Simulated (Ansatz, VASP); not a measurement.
**TiCl2F in VASP and in Ansatz**

```
Ti Cl F
1.0
     4.14366    0.00000    0.00000
    -2.07183    3.58851    0.00000
     0.00000    0.00000    5.56017
Ti Cl F
1 2 1
Direct
  0.00000 0.00000 0.00000
  0.66667 0.33333 0.50000
  0.33333 0.66667 0.00000
  0.66667 0.33333 0.00000
```

Alike in both runs: functional PBE; k mesh 12 × 12 × 8; occupations gaussian, width 0.1 eV; collinear spin.

Ansatz relaxed the structure, and its values are those at the end. VASP's run is a single point on that final structure, the one shown.

|  | VASP | Ansatz |
| --- | --- | --- |
| version | VASP 6.6.1 | Ansatz 0.2.0 |
| potentials or method | VASP PAW PBE potentials, release 64 (Ti_sv, Cl, F), cutoff 520 eV | scalar-relativistic, plane waves, PAW |
| valence electrons in the cell | 33 | 33 |

```tsv
	VASP	Ansatz	Ansatz less VASP
gap on the k mesh at the Fermi level (eV)	none	none	-
pressure (GPa)	-0.1	0.0	+0.07
net moment per atom (μB)	0.25	0.25	0.000
size of the moment on the site where the two differ most (μB)	1.01	0.92	-0.091
```

Site moments also hang on the region over which each program counts them. A gap of «none» marks a metal or a gap that the smearing closes.
